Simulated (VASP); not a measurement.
# MgH2 (Fm-3m) in VASP: a series of runs

Runs on MgH2. Level: LDA. Tasks: single point.

All numbers are computed with VASP 6.6.1; they aren't measurements. Logs are shortened: lines on timing, memory, paths and dates and some standing lists are left out, and cuts for length are marked.

## Step 1: The cell of the first run

Symmetry: Fm-3m, No. 225, cubic system. Conventional cell: a = 4.632 Å, b = 4.632 Å, c = 4.632 Å, α = 90.00°, β = 90.00°, γ = 90.00°. Mg (site symmetry m-3m) has 8 H at 2.01 Å within 2.7 Å. Within 2.7 Å of H (site symmetry -43m) lie 4 Mg at 2.01 Å and 6 H at 2.32 Å.

## Step 2: Single point, LDA

The input, INCAR:

```
  ALGO = Normal
  EDIFF = 1E-6
  ENCUT = 520
  GGA = CA
  ISIF = 2
  ISMEAR = 1
  LASPH = True
  LCHARG = True
  LELF = True
  LREAL = False
  LVHAR = True
  LWAVE = False
  NBANDS = 9
  NELM = 80
  PREC = Accurate
  SIGMA = 0.15
```

The input, KPOINTS:

```
k-points
0
Gamma
  6 6 6
```

The input, POSCAR:

```
MgH2
1.0
    0.0000000000      2.3157991587      2.3157991587
    2.3157991587      0.0000000000      2.3157991587
    2.3157991587      2.3157991587      0.0000000000
Mg H
1 2
Direct
    0.0000000000      0.0000000000      0.0000000000
    0.7500000000      0.7500000000      0.7500000000
    0.2500000000      0.2500000000      0.2500000000
```

Potentials or basis: VASP PAW LDA potentials, release 64 (Mg, H).

Run with:

```bash
$ cat potpaw_LDA.64/Mg/POTCAR potpaw_LDA.64/H/POTCAR > POTCAR
$ mpirun -np 1 vasp_std > vasp.out
```

OUTCAR:

```text
EDIFF = 1E-6
   ENCUT = 520
   GGA = CA
   ISIF = 2
   ISMEAR = 1
   LASPH = True
   LREAL = False
   NELM = 80
   PREC = Accurate

 ion  position               nearest neighbor table
   1  0.000  0.000  0.000-   2 2.01   2 2.01   2 2.01   2 2.01   3 2.01   3 2.01   3 2.01   3 2.01

   2  0.750  0.750  0.750-   1 2.01   1 2.01   1 2.01   1 2.01
   3  0.250  0.250  0.250-   1 2.01   1 2.01   1 2.01   1 2.01

  LATTYP: Found a face centered cubic cell.
 ALAT       =     4.6315983174

  Lattice vectors:

 A1 = (   0.0000000000,   2.3157991587,   2.3157991587)
 A2 = (   2.3157991587,   0.0000000000,   2.3157991587)
 A3 = (   2.3157991587,   2.3157991587,   0.0000000000)

Analysis of symmetry for initial positions (statically):
=====================================================================
 Subroutine PRICEL returns:
 Original cell was already a primitive cell.

 Routine SETGRP: Setting up the symmetry group for a
 face centered cubic supercell.

 Subroutine GETGRP returns: Found 48 space group operations
 (whereof 48 operations were pure point group operations)
 out of a pool of 48 trial point group operations.

The static configuration has the point symmetry O_h .

Analysis of symmetry for dynamics (positions and initial velocities):
=====================================================================
 Subroutine PRICEL returns:
 Original cell was already a primitive cell.

 Routine SETGRP: Setting up the symmetry group for a
 face centered cubic supercell.

 Subroutine GETGRP returns: Found 48 space group operations
 (whereof 48 operations were pure point group operations)
 out of a pool of 48 trial point group operations.

The dynamic configuration has the point symmetry O_h .

 Subroutine INISYM returns: Found 48 space group operations
 (whereof 48 operations are pure point group operations),
 and found     1 'primitive' translations

----------------------------------------------------------------------------------------

                                     Primitive cell

  volume of cell :      24.8389

  direct lattice vectors                    reciprocal lattice vectors
     0.000000000  2.315799159  2.315799159    -0.215908188  0.215908188  0.215908188
     2.315799159  0.000000000  2.315799159     0.215908188 -0.215908188  0.215908188
     2.315799159  2.315799159  0.000000000     0.215908188  0.215908188 -0.215908188

  length of vectors
     3.275034578  3.275034578  3.275034578     0.373963951  0.373963951  0.373963951

  position of ions in fractional coordinates (direct lattice)
     0.000000000  0.000000000  0.000000000
     0.750000000  0.750000000  0.750000000
     0.250000000  0.250000000  0.250000000

  ion indices of the primitive-cell ions
   primitive index   ion index
                 1           1
                 2           2
                 3           3

----------------------------------------------------------------------------------------

 KPOINTS: k-points

Automatic generation of k-mesh.
 Grid dimensions read from file:
 generate k-points for:    6    6    6

 Generating k-lattice:

  Cartesian coordinates                     Fractional coordinates (reciprocal lattice)
    -0.035984698  0.035984698  0.035984698     0.166666667  0.000000000  0.000000000
     0.035984698 -0.035984698  0.035984698     0.000000000  0.166666667  0.000000000
     0.035984698  0.035984698 -0.035984698     0.000000000  0.000000000  0.166666667

  Length of vectors
     0.062327325  0.062327325  0.062327325

  Shift w.r.t. Gamma in fractional coordinates (k-lattice)
     0.000000000  0.000000000  0.000000000

 Subroutine IBZKPT returns following result:
 ===========================================

 Found     16 irreducible k-points:

 Following reciprocal coordinates:
            Coordinates               Weight
  0.000000  0.000000  0.000000      1.000000
  0.166667  0.000000  0.000000      8.000000
  0.333333  0.000000  0.000000      8.000000
  0.500000  0.000000  0.000000      4.000000
  0.166667  0.166667  0.000000      6.000000
  0.333333  0.166667  0.000000     24.000000
[... 8 lines left out ...]
 -0.333333  0.333333  0.166667     24.000000
 -0.333333  0.500000  0.166667     12.000000
   k-points           NKPTS =     16   k-points in BZ     NKDIM =     16   number of bands    NBANDS=      9
   number of dos      NEDOS =    301   number of ions     NIONS =      3
   total plane-waves  NPLWV =  13824
   dimension x,y,z NGX =    24 NGY =   24 NGZ =   24
   dimension x,y,z NGXF=    48 NGYF=   48 NGZF=   48
   ions per type =               1   2
   NGX,Y,Z   is equivalent  to a cutoff of  12.18, 12.18, 12.18 a.u.
   NGXF,Y,Z  is equivalent  to a cutoff of  24.37, 24.37, 24.37 a.u.
 SYSTEM =  unknown system
   PREC   = accura    normal or accurate (medium, high low for compatibility)
   ISTART =      0    job   : 0-new  1-cont  2-samecut
   ICHARG =      2    charge: 1-file 2-atom 10-const
   ISPIN  =      1    spin polarized calculation?
   LNONCOLLINEAR =      F non collinear calculations
   LSORBIT =      F    spin-orbit coupling
   LASPH  =      T    aspherical Exc in radial PAW
   ENCUT  =  520.0 eV  38.22 Ry    6.18 a.u.   6.09  6.09  6.09*2*pi/ulx,y,z
   NELM   =     80;   NELMIN=  2; NELMDL= -5     # of ELM steps
   EDIFF  = 0.1E-05   stopping-criterion for ELM
   LREAL  =      F    real-space projection
   EDIFFG = 0.1E-04   stopping-criterion for IOM
   NSW    =      0    number of steps for IOM
   IBRION =     -1    ionic relax: 0-MD 1-quasi-New 2-CG
   NFREE  =      0    steps in history (QN), initial steepest desc. (CG)
   ISIF   =      2    stress and relaxation
   ISYM   =      2    0-nonsym 1-usesym 2-fastsym
   POTIM  = 0.5000    time-step for ionic-motion
   TEBEG  =    0.0;   TEEND  =   0.0 temperature during run
   PSTRESS=    0.0 pullay stress
   NELECT =       4.0000    total number of electrons
   NUPDOWN=      -1.0000    fix difference up-down
   EMIN   =  10.00;   EMAX   =-10.00  energy-range for DOS
   EFERMI =   0.00;   METHOD = LEGACY
   ISMEAR =     1;   SIGMA  =   0.15  broadening in eV -4-tet -1-fermi 0-gaus
   EFERMI_NEDOS =   21; number of points for ismear=-14 and -15
   IALGO  =     38    algorithm
   IMIX   =      4    mixing-type and parameters
     AMIX     =   0.40;   BMIX     =  1.00
     AMIX_MAG =   1.60;   BMIX_MAG =  1.00
  volume/ion in A,a.u.               =       8.28        55.87
  Fermi-wavevector in a.u.,A,eV,Ry     =   0.890671  1.683124 10.793429  0.793295
  Thomas-Fermi vector in A             =   2.012392
   LORBIT       =      0    0 simple, 1 ext, 2 COOP (PROOUT), +10 PAW based schemes
   GGA     = CA    functional components
   LHFCALC =     F    Hartree Fock is set to
   AEXX    =    0.0000 exact exchange contribution
   IVDW    =     0    specifies the selected vdW correction
   LEPSILON=     F    determine dielectric tensor
   LRPA    =     F    only Hartree local field effects (RPA)
 non-spin polarized calculation
 Methfessel and Paxton  Order N= 1 SIGMA  =   0.15
  energy-cutoff  :      520.00
  volume of cell :       24.84
 maximum number of plane-waves:       692
   NGX = 13   NGY = 13   NGZ = 13

 number of electron       4.0000001 magnetization

 Free energy of the ion-electron system (eV)
  ---------------------------------------------------
  ext. energy  EPLUGINS =         0.00000000
  ---------------------------------------------------
  free energy    TOTEN  =        -9.17292358 eV

  energy without entropy =       -9.16890476  energy(sigma->0) =       -9.17158397

 E-fermi :   3.3430     XC(G=0):  -9.5816

 val. band max:        3.3314153025   @ k =   0.1667   0.0000   0.0000
 cond. band min:       3.3918742447   @ k =  -0.3333   0.5000   0.1667
 fundamental gap:      0.0604589422
 Fermi energy:         3.3430022805

 k-point     1 :       0.0000    0.0000    0.0000
  band No.  band energies     occupation
      1      -7.2609      2.00000
      2       4.6290     -0.00000
      3      12.7677      0.00000
      4      12.7677      0.00000
      5      12.7677      0.00000
      6      15.6288      0.00000
      7      15.6288      0.00000
      8      15.6288      0.00000
      9      16.7615      0.00000

 k-point     2 :       0.1667    0.0000    0.0000
  band No.  band energies     occupation
      1      -6.7215      2.00000
      2       3.3314      1.13031
      3      11.2116      0.00000
      4      12.2498      0.00000
      5      12.2498      0.00000
      6      14.8788      0.00000
      7      16.5600      0.00000
      8      16.5600      0.00000
      9      17.3787      0.00000

 k-point     3 :       0.3333    0.0000    0.0000
  band No.  band energies     occupation
      1      -5.1450      2.00000
      2       0.4046      2.00000
      3      10.2369      0.00000
      4      11.9683      0.00000
      5      11.9683      0.00000
      6      12.4601      0.00000
      7      14.1547      0.00000
      8      14.1547      0.00000
      9      20.4794      0.00000

 k-point     4 :       0.5000    0.0000    0.0000
  band No.  band energies     occupation
      1      -2.7011      2.00000
      2      -2.6355      2.00000
      3      10.3585      0.00000
      4      11.1559      0.00000
      5      12.4051      0.00000
      6      12.4051      0.00000
      7      12.7458      0.00000
      8      12.7458      0.00000
      9      23.5709      0.00000
[... 109 lines left out ...]
 k-point    14 :       0.5000    0.3333    0.1667
  band No.  band energies     occupation
      1      -3.8720      2.00000
      2       0.2244      2.00000
      3       6.1106     -0.00000
      4       6.9054      0.00000
      5      11.4240      0.00000
      6      14.7194      0.00000
      7      15.7470      0.00000
      8      19.5267      0.00000
      9      21.4293      0.00000

 k-point    15 :      -0.3333    0.3333    0.1667
  band No.  band energies     occupation
      1      -1.7667      2.00000
      2      -1.7582      2.00000
      3       5.1269     -0.00000
      4       5.8922     -0.00000
      5      12.9346      0.00000
      6      12.9591      0.00000
      7      18.1914      0.00000
      8      19.1442      0.00000
      9      21.6991      0.00000

 k-point    16 :      -0.3333    0.5000    0.1667
  band No.  band energies     occupation
      1      -2.0608      2.00000
      2      -0.4020      2.00000
      3       3.3919      0.47966
      4       5.7169     -0.00000
      5      10.7952      0.00000
      6      15.0047      0.00000
      7      16.4762      0.00000
      8      20.9262      0.00000
      9      24.6438      0.00000

------------------------ aborting loop because EDIFF is reached ----------------------------------------

  FORCE on cell =-STRESS in cart. coord.  units (eV):
  Direction    XX          YY          ZZ          XY          YZ          ZX
  --------------------------------------------------------------------------------------
  -------------------------------------------------------------------------------------
  Total        0.1763564      0.1763564      0.1763564      0.0000000      0.0000000      0.0000000
  in kB       11.3754645     11.3754645     11.3754645      0.0000000      0.0000000      0.0000000
  external PRESSURE =      11.3754645 kB  Pullay stress =       0.0000000 kB

 VOLUME and BASIS-vectors are now :
 -----------------------------------------------------------------------------
  energy-cutoff  :      520.00
  volume of cell :       24.84
      direct lattice vectors                 reciprocal lattice vectors
     0.000000000  2.315799159  2.315799159    -0.215908188  0.215908188  0.215908188
     2.315799159  0.000000000  2.315799159     0.215908188 -0.215908188  0.215908188
     2.315799159  2.315799159  0.000000000     0.215908188  0.215908188 -0.215908188

 POSITION                                       TOTAL-FORCE (eV/Angst)
 -----------------------------------------------------------------------------------
      0.00000      0.00000      0.00000        -0.000000      0.000000      0.000000
      3.47370      3.47370      3.47370         0.000000      0.000000      0.000000
      1.15790      1.15790      1.15790        -0.000000     -0.000000     -0.000000
 -----------------------------------------------------------------------------------
    total drift:                                0.000000      0.000000      0.000000

  FREE ENERGIE OF THE ION-ELECTRON SYSTEM (eV)
  ---------------------------------------------------
  free  energy   TOTEN  =        -9.1729235832 eV

  energy  without entropy=       -9.1689047570  energy(sigma->0) =       -9.17158397
```

Wall time 4.4 s (1 thread of Intel Xeon 6975P-C, shared host); peak memory 0.12 GiB.

Results:

```
Free energy            : -9.1729 eV
Pressure               : 1.1 GPa
Band gap on the k mesh : zero (band 2 reaches 4.63 eV, above the bottom of band 3 at 2.66 eV)
```

Caveat: the k points lie up to 0.39 Å⁻¹ apart.

## Step 3: Single point, LDA

This run uses another cell than the first one, of 8.64 Å³/atom, 1.043 times its volume.

The input, INCAR:

```
PREC = Accurate ; ENCUT = 520
EDIFF = 1E-7 ; ISMEAR = 1
SIGMA = 0.15 ; LREAL = F
LASPH = T ; NELM = 80
ALGO = Normal ; ISIF = 2
LWAVE = F ; LCHARG = F
NBANDS = 9
```

The input, KPOINTS:

```
regular mesh
0
Gamma
  6 6 6
```

The input, POSCAR:

```
MgH2
1.0
    0.0000000000      2.3488864741      2.3488864741
    2.3488864741      0.0000000000      2.3488864741
    2.3488864741      2.3488864741      0.0000000000
Mg H
1 2
Direct
    0.0000000000      0.0000000000      0.0000000000
    0.7500000000      0.7500000000      0.7500000000
    0.2500000000      0.2500000000      0.2500000000
```

Potentials or basis: VASP PAW LDA potentials, release 64 (Mg, H).

Run with:

```bash
$ cat potpaw_LDA.64/Mg/POTCAR potpaw_LDA.64/H/POTCAR > POTCAR
$ mpirun -np 1 vasp_std > vasp.out
```

Run time: 5.4 s. Hardware: 1 thread of Intel Xeon 6975P-C, shared host; peak memory 0.14 GiB.

Results (log left out):

| Item | Value |
| --- | --- |
| Free energy | -9.1719 eV |
| Pressure | -1.6 GPa |
| Band gap on the k mesh | zero (band 2 reaches 4.29 eV, above the bottom of band 3 at 2.43 eV) |

Levels at points of the mesh, in eV from the Fermi level:
| k point | band 1 | band 2 | band 3 | band 4 | band 5 | band 6 |
| --- | --- | --- | --- | --- | --- | --- |
| (0.00, 0.00, 0.00) | -10.31 | 1.21 | 9.27 | 9.27 | 9.27 | 11.88 |
| (0.50, 0.00, 0.00) | -5.89 | -5.80 | 6.87 | 7.45 | 8.92 | 8.92 |
| (0.50, 0.50, 0.00) | -5.85 | -2.31 | -0.65 | 4.57 | 4.57 | 7.85 |

Caveat: the k points lie up to 0.39 Å⁻¹ apart.

## Step 4: Single point, LDA

This run uses another cell than the first one, of 9.00 Å³/atom, 1.087 times its volume.

The input, INCAR:

```
SYSTEM = MgH2
PREC = Accurate
ENCUT = 520
EDIFF = 1E-6
ISMEAR = 1
SIGMA = 0.15
LREAL = .False.
LASPH = .True.
NELM = 60
ALGO = Normal
ISIF = 2
LWAVE = .False.
LCHARG = .True.
GGA = CA
LELF = .True.
LVHAR = .True.
NBANDS = 9
```

The input, KPOINTS:

```
Automatic mesh
0
Gamma
  6 6 6
  0 0 0
```

The input, POSCAR:

```
MgH2
1.0
    0.0000000000      2.3810670000      2.3810670000
    2.3810670000      0.0000000000      2.3810670000
    2.3810670000      2.3810670000      0.0000000000
Mg H
1 2
Direct
    0.0000000000      0.0000000000      0.0000000000
    0.7500000000      0.7500000000      0.7500000000
    0.2500000000      0.2500000000      0.2500000000
```

Run with:

```bash
$ cat potpaw_LDA.64/Mg/POTCAR potpaw_LDA.64/H/POTCAR > POTCAR
$ mpirun -np 1 vasp_std > vasp.out
```

Run time: 6.9 s. Hardware: 1 thread of Intel Xeon 6975P-C, shared host; peak memory 0.14 GiB.

It converged, with:

```
Free energy            : -9.1541 eV
Pressure               : -3.9 GPa
Band gap on the k mesh : zero (band 2 reaches 3.97 eV, above the bottom of band 3 at 2.21 eV)
```

Levels at points of the mesh, in eV from the Fermi level:
```csv
k point,band 1,band 2,band 3,band 4,band 5,band 6,band 7
"(0.00, 0.00, 0.00)",-10.03,1.14,9.12,9.12,9.12,11.51,11.51
"(0.50, 0.00, 0.00)",-5.74,-5.64,6.74,7.11,8.80,8.80,8.82
"(0.50, 0.50, 0.00)",-5.70,-2.24,-0.62,4.46,4.46,7.59,16.70
```

Caveat: the k points lie up to 0.38 Å⁻¹ apart.

(Part 1 of 2 ends here.)
